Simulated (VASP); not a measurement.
Wanted: the native input for a VASP 6.6.1 run.

```
Task                   : relaxation of cell and atoms
Functional             : PBE
Potentials or basis    : VASP PAW PBE potentials, release 64 (Ca_sv, H)
Cutoff                 : 600 eV
k mesh                 : 6 × 6 × 8
Occupations            : gaussian, width 0.1 eV
Spin                   : no spin polarisation
Dipole correction      : no
Further INCAR settings : ALGO = Normal; EDIFF = 1e-06; IBRION = 2; EDIFFG = -0.01; NSW = 100; ISIF = 3
```

The structure of CaH3 lies in POSCAR:

```
CaH3
1.0
    6.2341867200      0.0000000000      0.0000000000
    0.0000000000      6.2341867200      0.0000000000
    0.0000000000      0.0000000000      4.4082357000
Ca H
2 6
Direct
    0.5000000000      0.5000000000      0.0000000000
    0.0000000000      0.0000000000      0.0000000000
    0.7925657900      0.2925657900      0.0000000000
    0.7074342100      0.7925657900      0.0000000000
    0.5000000000      0.5000000000      0.5000000000
    0.2074342100      0.7074342100      0.0000000000
    0.2925657900      0.2074342100      0.0000000000
    0.0000000000      0.0000000000      0.5000000000
```

The input as run:

INCAR

```
SYSTEM = CaH3
PREC = Accurate
ENCUT = 600
EDIFF = 1E-6
ISMEAR = 0
SIGMA = 0.1
LREAL = .FALSE.
LASPH = .TRUE.
NELM = 80
ALGO = Normal
ISIF = 3
LWAVE = .FALSE.
LCHARG = .FALSE.
GGA = PE
IBRION = 2
NSW = 100
EDIFFG = -0.01
```

KPOINTS

```
Automatic mesh
0
G
  6 6 8
  0 0 0
```

Potentials or basis: VASP PAW PBE potentials, release 64 (Ca_sv, H).

Run with:

```sh
$ cat potpaw_PBE.64/Ca_sv/POTCAR potpaw_PBE.64/H/POTCAR > POTCAR
$ mpirun -np 1 vasp_std > vasp.out
```

It gave:

```yaml
Relaxed_volume: 16.94 Å³/atom
Relaxed_cell: a = 5.636 Å, b = 5.636 Å, c = 4.265 Å, α = 90.00°, β = 90.00°, γ = 90.00°
Space_group_after_relaxing_to_0.1_Å: P4/mbm (No. 127)
Pressure_after_relaxing: 0.0 GPa
Band_gap_on_the_k_mesh: zero (bands 13 and 14 overlap by 1.91 eV)
```

Caveat: the volume moved by over 15 % at a fixed basis, so the end points are rough.

Wall time 86 min on 1 thread of Oxide Virtual Turin-like Processor, on a shared host, peak memory 0.39 GiB.
